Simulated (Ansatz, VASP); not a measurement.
## One calculation of V, two programs

Contents of INCAR:

```
PREC = Accurate
ENCUT = 500
EDIFF = 1E-6
ISMEAR = -1
SIGMA = 0.1
LREAL = False
LASPH = True
NELM = 120
ALGO = Normal
ISIF = 2
LWAVE = False
LCHARG = False
GGA = PS
NBANDS = 12
GGA_COMPAT = False
```

Contents of KPOINTS:

```
regular mesh
0
Gamma
  17 17 17
```

The input POSCAR:

```
V
1.0
    2.1219971744      0.0000000000      0.0000000000
    0.0000000000      2.1219971744      0.0000000000
    0.0000000000      0.0000000000      2.1219971744
V
1
Direct
    0.0000000000      0.0000000000      0.0000000000
```

Input for Ansatz:

```yaml
crystal:
  lattice:
    - [2.1219971744, 0.0, 0.0]
    - [0.0, 2.1219971744, 0.0]
    - [0.0, 0.0, 2.1219971744]
  atoms:
    - { symbol: V, position: [0.0, 0.0, 0.0] }
kpoints:
  mp_grid: { grid: [17, 17, 17] }
scf:
  occupations: { method: fermi_dirac, width: 0.1 }
hamiltonian:
  xc: pbesol
  pseudopotentials: { kind: all_electron, lapw: { basis_error: 0.001 } }
output:
  forces: true
  stress: true
  eigenvalues: true
  populations: true
```

Change from the starting cell: volume scaled by 0.68, LAPW.

Alike in both runs: task single point; functional PBEsol; k mesh 17 × 17 × 17; occupations fermi-dirac, width 0.1 eV; no spin polarisation.

```csv
,VASP,Ansatz
version,VASP 6.6.1,Ansatz 0.2.0
potentials or method,"VASP PAW PBE potentials, release 64 (V_sv), cutoff 500 eV","all-electron LAPW, scalar-relativistic"
```

```csv
,VASP,Ansatz,Ansatz less VASP
pressure (GPa),124.4,120.3,-4.09
```

VASP's potentials were made for PBE, not for PBEsol. Both programs put the cell under a high pressure, so it lies far from rest at this level. Ansatz ran all-electron here, and VASP with PAW potentials.

Noted on VASP's run: the cell as given lies far from equilibrium.
